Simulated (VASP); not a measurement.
# GaP (I-4m2) in VASP: further runs

Runs on GaP. Level: r2SCAN. Tasks: single point.

Program: VASP 6.6.1. These are calculated values, not measurements. Logs are shortened: lines on timing, memory, paths and dates and some standing lists are left out, and cuts for length are marked.

## (1) The cell of the first run

It takes space group I-4m2 (No. 119, tetragonal). The conventional cell has a = 3.700 Å, b = 3.700 Å, c = 5.887 Å, α = 90.00°, β = 90.00°, γ = 90.00°. Ga (site symmetry -4m2) has 4 P at 2.36 Å within 3.1 Å. Within 3.1 Å of P (site symmetry -4m2) lie 4 Ga at 2.36 Å.

## (2) Single point, r2SCAN (strain -0.040 along x and y, +0.080 along z)

Contents of POSCAR:

```
GaP
1.0
    0.0000000000      2.6162400000      2.9432700000
    2.6162400000      0.0000000000      2.9432700000
    2.6162400000      2.6162400000      0.0000000000
Ga P
1 1
Direct
    0.0000000000      0.0000000000      0.0000000000
    0.7500000000      0.7500000000      0.7500000000
```

Contents of INCAR.step1:

```
SYSTEM = GaP
ALGO     = Normal         ! electronic algorithm
EDIFF    = 1E-4           ! SCF threshold, eV
ENCUT    = 520            ! plane-wave cutoff, eV
GGA      = PE             ! functional
ISMEAR   = 0              ! smearing method
LASPH    = .True.         ! aspherical terms in the spheres
LCHARG   = .False.        ! write CHGCAR
LREAL    = .False.        ! projectors in reciprocal space
LWAVE    = .True.         ! write WAVECAR
NBANDS   = 16             ! bands
NELM     = 60             ! most SCF steps
PREC     = Accurate       ! precision mode
SIGMA    = 0.05           ! smearing width, eV
```

Contents of INCAR.step2:

```
SYSTEM = GaP
ALGO     = Normal         ! electronic algorithm
EDIFF    = 1E-6           ! SCF threshold, eV
ENCUT    = 520            ! plane-wave cutoff, eV
ISIF     = 2              ! what is computed and relaxed
ISMEAR   = 0              ! smearing method
ISTART   = 1            
LASPH    = .True.         ! aspherical terms in the spheres
LCHARG   = .False.        ! write CHGCAR
LMIXTAU  = .True.       
LREAL    = .False.        ! projectors in reciprocal space
LWAVE    = .False.        ! write WAVECAR
METAGGA  = R2SCAN         ! meta-GGA
NBANDS   = 16             ! bands
NELM     = 60             ! most SCF steps
PREC     = Accurate       ! precision mode
SIGMA    = 0.05           ! smearing width, eV
```

Contents of KPOINTS:

```
k-points
0
Gamma
  8 8 8
  0 0 0
```

Potentials or basis: VASP PAW PBE potentials, release 64 (Ga_d, P).

Started as:

```bash
> cat potpaw_PBE.64/Ga_d/POTCAR potpaw_PBE.64/P/POTCAR > POTCAR
> cp INCAR.step1 INCAR
> mpirun -np 1 vasp_std > vasp.out
> cp INCAR.step2 INCAR
> mpirun -np 1 vasp_std > vasp.out
```

OUTCAR:

```text
SYSTEM = GaP
   EDIFF = 1E-6
   ENCUT = 520
   ISIF = 2
   ISMEAR = 0
   ISTART = 1
   LASPH = .True.
   LREAL = .False.
   METAGGA = R2SCAN
   NELM = 60
   PREC = Accurate

 ion  position               nearest neighbor table
   1  0.000  0.000  0.000-   2 2.36   2 2.36   2 2.36   2 2.36
   2  0.750  0.750  0.750-   1 2.36   1 2.36   1 2.36   1 2.36

  LATTYP: Found a body centered tetragonal cell.
 ALAT       =     3.6999220904
 C/A-ratio  =     1.5909902577

  Lattice vectors:

 A1 = (  -2.6162400000,   0.0000000000,   2.9432700000)
 A2 = (   2.6162400000,   0.0000000000,   2.9432700000)
 A3 = (   0.0000000000,   2.6162400000,  -2.9432700000)

Analysis of symmetry for initial positions (statically):
=====================================================================
 Subroutine PRICEL returns:
 Original cell was already a primitive cell.

 Routine SETGRP: Setting up the symmetry group for a
 body centered tetragonal supercell.

 Subroutine GETGRP returns: Found  8 space group operations
 (whereof  8 operations were pure point group operations)
 out of a pool of 16 trial point group operations.

The static configuration has the point symmetry D_2d.

Analysis of symmetry for dynamics (positions and initial velocities):
=====================================================================
 Subroutine PRICEL returns:
 Original cell was already a primitive cell.

 Routine SETGRP: Setting up the symmetry group for a
 body centered tetragonal supercell.

 Subroutine GETGRP returns: Found  8 space group operations
 (whereof  8 operations were pure point group operations)
 out of a pool of 16 trial point group operations.

The dynamic configuration has the point symmetry D_2d.

 Subroutine INISYM returns: Found  8 space group operations
 (whereof  8 operations are pure point group operations),
 and found     1 'primitive' translations

----------------------------------------------------------------------------------------

                                     Primitive cell

  volume of cell :      40.2917

  direct lattice vectors                    reciprocal lattice vectors
     0.000000000  2.616240000  2.943270000    -0.191113965  0.191113965  0.169879080
     2.616240000  0.000000000  2.943270000     0.191113965 -0.191113965  0.169879080
     2.616240000  2.616240000  0.000000000     0.191113965  0.191113965 -0.169879080

  length of vectors
     3.937962675  3.937962675  3.699922090     0.319230320  0.319230320  0.319230320

  position of ions in fractional coordinates (direct lattice)
     0.000000000  0.000000000  0.000000000
     0.750000000  0.750000000  0.750000000

  ion indices of the primitive-cell ions
   primitive index   ion index
                 1           1
                 2           2

----------------------------------------------------------------------------------------

 KPOINTS: k-points

Automatic generation of k-mesh.
 Grid dimensions read from file:
 generate k-points for:    8    8    8

 Generating k-lattice:

  Cartesian coordinates                     Fractional coordinates (reciprocal lattice)
    -0.023889246  0.023889246  0.021234885     0.125000000  0.000000000  0.000000000
     0.023889246 -0.023889246  0.021234885     0.000000000  0.125000000  0.000000000
     0.023889246  0.023889246 -0.021234885     0.000000000  0.000000000  0.125000000

  Length of vectors
     0.039903790  0.039903790  0.039903790

  Shift w.r.t. Gamma in fractional coordinates (k-lattice)
     0.000000000  0.000000000  0.000000000

 Subroutine IBZKPT returns following result:
 ===========================================

 Found     59 irreducible k-points:

 Following reciprocal coordinates:
            Coordinates               Weight
  0.000000  0.000000  0.000000      1.000000
  0.125000  0.000000  0.000000      8.000000
  0.250000  0.000000  0.000000      8.000000
  0.375000  0.000000  0.000000      8.000000
  0.500000  0.000000  0.000000      4.000000
  0.125000  0.125000  0.000000      2.000000
[... 16 lines left out ...]
  0.250000  0.000000  0.125000     16.000000
  0.375000  0.000000  0.125000     16.000000
 [... further k-points ...]
   k-points           NKPTS =     59   k-points in BZ     NKDIM =     59   number of bands    NBANDS=     16
   number of dos      NEDOS =    301   number of ions     NIONS =      2
   total plane-waves  NPLWV =  25200
   dimension x,y,z NGX =    30 NGY =   30 NGZ =   28
   dimension x,y,z NGXF=    60 NGYF=   60 NGZF=   56
   ions per type =               1   1
   NGX,Y,Z   is equivalent  to a cutoff of  12.66, 12.66, 12.58 a.u.
   NGXF,Y,Z  is equivalent  to a cutoff of  25.33, 25.33, 25.16 a.u.
 SYSTEM =  GaP
   PREC   = accura    normal or accurate (medium, high low for compatibility)
   ISTART =      1    job   : 0-new  1-cont  2-samecut
   ICHARG =      0    charge: 1-file 2-atom 10-const
   ISPIN  =      1    spin polarized calculation?
   LNONCOLLINEAR =      F non collinear calculations
   LSORBIT =      F    spin-orbit coupling
   LASPH  =      T    aspherical Exc in radial PAW
   ENCUT  =  520.0 eV  38.22 Ry    6.18 a.u.   7.32  7.32  6.88*2*pi/ulx,y,z
   NELM   =     60;   NELMIN=  2; NELMDL=  0     # of ELM steps
   EDIFF  = 0.1E-05   stopping-criterion for ELM
   LREAL  =      F    real-space projection
   EDIFFG = 0.1E-04   stopping-criterion for IOM
   NSW    =      0    number of steps for IOM
   IBRION =     -1    ionic relax: 0-MD 1-quasi-New 2-CG
   NFREE  =      0    steps in history (QN), initial steepest desc. (CG)
   ISIF   =      2    stress and relaxation
   ISYM   =      2    0-nonsym 1-usesym 2-fastsym
   POTIM  = 0.5000    time-step for ionic-motion
   TEBEG  =    0.0;   TEEND  =   0.0 temperature during run
   PSTRESS=    0.0 pullay stress
   NELECT =      18.0000    total number of electrons
   NUPDOWN=      -1.0000    fix difference up-down
   EMIN   =  10.00;   EMAX   =-10.00  energy-range for DOS
   EFERMI =   0.00;   METHOD = LEGACY
   ISMEAR =     0;   SIGMA  =   0.05  broadening in eV -4-tet -1-fermi 0-gaus
   EFERMI_NEDOS =   21; number of points for ismear=-14 and -15
   IALGO  =     38    algorithm
   IMIX   =      4    mixing-type and parameters
     AMIX     =   0.40;   BMIX     =  1.00
     AMIX_MAG =   1.60;   BMIX_MAG =  1.00
  volume/ion in A,a.u.               =      20.15       135.95
  Fermi-wavevector in a.u.,A,eV,Ry     =   1.251490  2.364972 21.309801  1.566226
  Thomas-Fermi vector in A             =   2.385435
   LORBIT       =      0    0 simple, 1 ext, 2 COOP (PROOUT), +10 PAW based schemes
   METAGGA = R2SCAN    functional components
   LHFCALC =     F    Hartree Fock is set to
   AEXX    =    0.0000 exact exchange contribution
   IVDW    =     0    specifies the selected vdW correction
   LEPSILON=     F    determine dielectric tensor
   LRPA    =     F    only Hartree local field effects (RPA)
 non-spin polarized calculation
 Gauss-broadening in eV      SIGMA  =   0.05
  energy-cutoff  :      520.00
  volume of cell :       40.29
 maximum number of plane-waves:      1099
 NGX is ok and might be reduce to    30
   NGX = 15   NGY = 15   NGZ = 13

 number of electron      17.9999998 magnetization

 Free energy of the ion-electron system (eV)
  ---------------------------------------------------
  ext. energy  EPLUGINS =         0.00000000
  ---------------------------------------------------
  free energy    TOTEN  =       -21.35359764 eV

  energy without entropy =      -21.35359764  energy(sigma->0) =      -21.35359764

 E-fermi :   5.0741     XC(G=0): -10.5824

 val. band max:        4.7959463307   @ k =   0.0000   0.0000   0.0000
 cond. band min:       6.0821709740   @ k =   0.3750   0.0000   0.3750
 fundamental gap:      1.2862246432
 Fermi energy:         5.0741233231

 k-point     1 :       0.0000    0.0000    0.0000
  band No.  band energies     occupation
      1     -10.5225      2.00000
      2     -10.4835      2.00000
      3     -10.4835      2.00000
      4     -10.3956      2.00000
      5     -10.3830      2.00000
      6      -8.5118      2.00000
[... 8 lines left out ...]
     15      14.2466      0.00000
     16      15.8984      0.00000

 k-point     2 :       0.1250    0.0000    0.0000
  band No.  band energies     occupation
      1     -10.5247      2.00000
      2     -10.4923      2.00000
      3     -10.4790      2.00000
      4     -10.3968      2.00000
      5     -10.3808      2.00000
      6      -8.2971      2.00000
[... 8 lines left out ...]
     15      15.0248      0.00000
     16      15.0819      0.00000

 k-point     3 :       0.2500    0.0000    0.0000
  band No.  band energies     occupation
      1     -10.5488      2.00000
      2     -10.4918      2.00000
      3     -10.4690      2.00000
      4     -10.3988      2.00000
      5     -10.3743      2.00000
      6      -7.6905      2.00000
[... 8 lines left out ...]
     15      14.3992      0.00000
     16      15.5085      0.00000

 k-point     4 :       0.3750    0.0000    0.0000
  band No.  band energies     occupation
      1     -10.5774      2.00000
      2     -10.4848      2.00000
      3     -10.4612      2.00000
      4     -10.3986      2.00000
      5     -10.3655      2.00000
      6      -6.8466      2.00000
[... 8 lines left out ...]
     15      15.1238      0.00000
     16      16.1809      0.00000
[... 324 lines left out ...]
 k-point    22 :       0.1250    0.0000    0.1250
  band No.  band energies     occupation
      1     -10.5115      2.00000
      2     -10.5096      2.00000
      3     -10.4764      2.00000
      4     -10.4005      2.00000
      5     -10.3788      2.00000
      6      -8.2062      2.00000
[... 8 lines left out ...]
     15      14.3020      0.00000
     16      15.6404      0.00000

 k-point    23 :       0.2500    0.0000    0.1250
  band No.  band energies     occupation
      1     -10.5437      2.00000
      2     -10.4932      2.00000
      3     -10.4680      2.00000
      4     -10.4055      2.00000
      5     -10.3729      2.00000
      6      -7.7125      2.00000
[... 8 lines left out ...]
     15      14.4874      0.00000
     16      16.6267      0.00000

 k-point    24 :       0.3750    0.0000    0.1250
  band No.  band energies     occupation
      1     -10.5739      2.00000
      2     -10.4804      2.00000
      3     -10.4604      2.00000
      4     -10.4067      2.00000
      5     -10.3655      2.00000
      6      -6.9211      2.00000
[... 8 lines left out ...]
     15      15.5839      0.00000
     16      16.9151      0.00000

 [... further k-points ...]

------------------------ aborting loop because EDIFF is reached ----------------------------------------

  FORCE on cell =-STRESS in cart. coord.  units (eV):
  Direction    XX          YY          ZZ          XY          YZ          ZX
  --------------------------------------------------------------------------------------
  -------------------------------------------------------------------------------------
  Total        1.0234290      1.0234290     -1.9283731      0.0000000      0.0000000      0.0000000
  in kB       40.6961234     40.6961234    -76.6807554      0.0000000      0.0000000      0.0000000
  external PRESSURE =       1.5704971 kB  Pullay stress =       0.0000000 kB

 VOLUME and BASIS-vectors are now :
 -----------------------------------------------------------------------------
  energy-cutoff  :      520.00
  volume of cell :       40.29
      direct lattice vectors                 reciprocal lattice vectors
     0.000000000  2.616240000  2.943270000    -0.191113965  0.191113965  0.169879080
     2.616240000  0.000000000  2.943270000     0.191113965 -0.191113965  0.169879080
     2.616240000  2.616240000  0.000000000     0.191113965  0.191113965 -0.169879080

 POSITION                                       TOTAL-FORCE (eV/Angst)
 -----------------------------------------------------------------------------------
      0.00000      0.00000      0.00000        -0.000000     -0.000000      0.000000
      3.92436      3.92436      4.41491         0.000000      0.000000      0.000000
 -----------------------------------------------------------------------------------
    total drift:                                0.000248      0.000248      0.000001

  FREE ENERGIE OF THE ION-ELECTRON SYSTEM (eV)
  ---------------------------------------------------
  free  energy   TOTEN  =       -21.3535976434 eV

  energy  without entropy=      -21.3535976434  energy(sigma->0) =      -21.35359764
```

Run time: 2 min. Hardware: 1 thread of Intel Xeon Platinum 8488C (Sapphire Rapids), shared host; peak memory 0.18 GiB.

Results:

| Property | Result |
| --- | --- |
| Free energy | -21.3536 eV |
| Pressure | 0.2 GPa |
| Band gap on the k mesh | 1.29 eV, indirect (least direct gap 1.96 eV) |

Caveat: the cell differs from its parent crystal (strain -0.040 along x and y, +0.080 along z); the PAW data sets were made with another functional, which shifts forces and pressure a little.

## (3) Single point, r2SCAN (strain +0.040 along x and y, -0.080 along z)

Contents of POSCAR:

```
GaP
1.0
    0.0000000000      2.8342600000      2.5072300000
    2.8342600000      0.0000000000      2.5072300000
    2.8342600000      2.8342600000      0.0000000000
Ga P
1 1
Direct
    0.0000000000      0.0000000000      0.0000000000
    0.7500000000      0.7500000000      0.7500000000
```

Contents of INCAR.step1:

```
ALGO     = Normal         # electronic algorithm
EDIFF    = 1E-4           # SCF threshold, eV
ENCUT    = 520            # plane-wave cutoff, eV
GGA      = PE             # functional
ISMEAR   = 0              # smearing method
LASPH    = T              # aspherical terms in the spheres
LCHARG   = F              # write CHGCAR
LREAL    = F              # projectors in reciprocal space
LWAVE    = T              # write WAVECAR
NBANDS   = 16             # bands
NELM     = 80             # most SCF steps
PREC     = Accurate       # precision mode
SIGMA    = 0.05           # smearing width, eV
```

Contents of INCAR.step2:

```
ALGO     = Normal         # electronic algorithm
EDIFF    = 1E-7           # SCF threshold, eV
ENCUT    = 520            # plane-wave cutoff, eV
ISIF     = 2              # what is computed and relaxed
ISMEAR   = 0              # smearing method
ISTART   = 1            
LASPH    = T              # aspherical terms in the spheres
LCHARG   = T              # write CHGCAR
LELF     = T              # ELF
LMIXTAU  = T            
LREAL    = F              # projectors in reciprocal space
LVHAR    = T            
LWAVE    = F              # write WAVECAR
METAGGA  = R2SCAN         # meta-GGA
NBANDS   = 16             # bands
NELM     = 80             # most SCF steps
PREC     = Accurate       # precision mode
SIGMA    = 0.05           # smearing width, eV
```

Contents of KPOINTS:

```
k-points
0
Gamma
  8 8 8
```

Potentials or basis: VASP PAW PBE potentials, release 64 (Ga_d, P).

Started as:

```bash
> cat potpaw_PBE.64/Ga_d/POTCAR potpaw_PBE.64/P/POTCAR > POTCAR
> cp INCAR.step1 INCAR
> mpirun -np 1 vasp_std > vasp.out
> cp INCAR.step2 INCAR
> mpirun -np 1 vasp_std > vasp.out
```

It took 1.7 min on 1 thread of Intel Xeon Platinum 8488C (Sapphire Rapids), shared host; peak memory 0.18 GiB.

Results (log left out):

| Quantity | Value |
| --- | --- |
| Free energy | -21.3741 eV |
| Pressure | 0.1 GPa |
| Band gap on the k mesh | 0.73 eV, indirect (least direct gap 1.89 eV) |

Stress tensor (GPa, compression positive):
```
-2.59  0.00  0.00
 0.00 -2.59  0.00
 0.00  0.00  5.35
```

Levels at points of the mesh, in eV from the valence-band top:
```
           k point  band 6  band 7  band 8  band 9  band 10  band 11  band 12  band 13
(0.00, 0.00, 0.00)  -13.42   -0.60   -0.60    0.00     1.89     3.71     4.00     4.00
(0.50, 0.00, 0.00)  -11.24   -7.24   -2.03   -1.09     1.38     4.22     5.49     8.65
(0.50, 0.50, 0.00)   -9.94   -6.78   -3.74   -3.74     0.91     1.00    10.89    10.89
(0.50, 0.00, 0.50)  -10.50   -7.62   -2.90   -2.80     1.86     2.17    10.18    10.23
```

Caveat: the cell differs from its parent crystal (strain +0.040 along x and y, -0.080 along z); the PAW data sets were made with another functional, which shifts forces and pressure a little. A k mesh can miss the band edges.
